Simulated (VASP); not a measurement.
Write the native input for VASP 6.6.1 that does the following.

| Item | Value |
| --- | --- |
| Task | single point |
| Functional | PBE |
| Potentials or basis | VASP PAW PBE potentials, release 64 (H, Mo_sv) |
| Cutoff | 500 eV |
| k mesh | 5 × 5 × 5 |
| Occupations | gaussian, width 0.15 eV |
| Spin | no spin polarisation |
| Dipole correction | no |
| Further INCAR settings | ALGO = Normal; EDIFF = 1e-06; NBANDS = 16 |

The structure of MoH3 lies in POSCAR:

```
MoH3
1.0
   -1.8392238391      1.8392238391      1.8392238391
    1.8392238391     -1.8392238391      1.8392238391
    1.8392238391      1.8392238391     -1.8392238391
H Mo
3 1
Direct
    0.0000000000      0.5000000000      0.5000000000
    0.5000000000      0.0000000000      0.5000000000
    0.5000000000      0.5000000000      0.0000000000
    0.0000000000      0.0000000000      0.0000000000
```

These files were run (other wordings do the same):

INCAR

```
SYSTEM = MoH3
PREC = Accurate
ENCUT = 500
EDIFF = 1E-6
ISMEAR = 0
SIGMA = 0.15
LREAL = .FALSE.
LASPH = .TRUE.
NELM = 120
ALGO = Normal
ISIF = 2
LWAVE = .FALSE.
LCHARG = .FALSE.
GGA = PE
NBANDS = 16
GGA_COMPAT = .FALSE.
```

KPOINTS

```
regular mesh
0
G
  5 5 5
  0 0 0
```

Potentials or basis: VASP PAW PBE potentials, release 64 (H, Mo_sv).

The run is started by

```console
$ cat potpaw_PBE.64/H/POTCAR potpaw_PBE.64/Mo_sv/POTCAR > POTCAR
$ mpirun -np 1 vasp_std > vasp.out
```

Results of the run:

```
Pressure : -0.1 GPa
```

Caveat: the k points lie up to 0.48 Å⁻¹ apart.

Run time: 4.9 s on 1 thread of Intel(R) Xeon(R) Platinum 8488C (Sapphire Rapids) (shared host), peak memory 0.13 GiB.
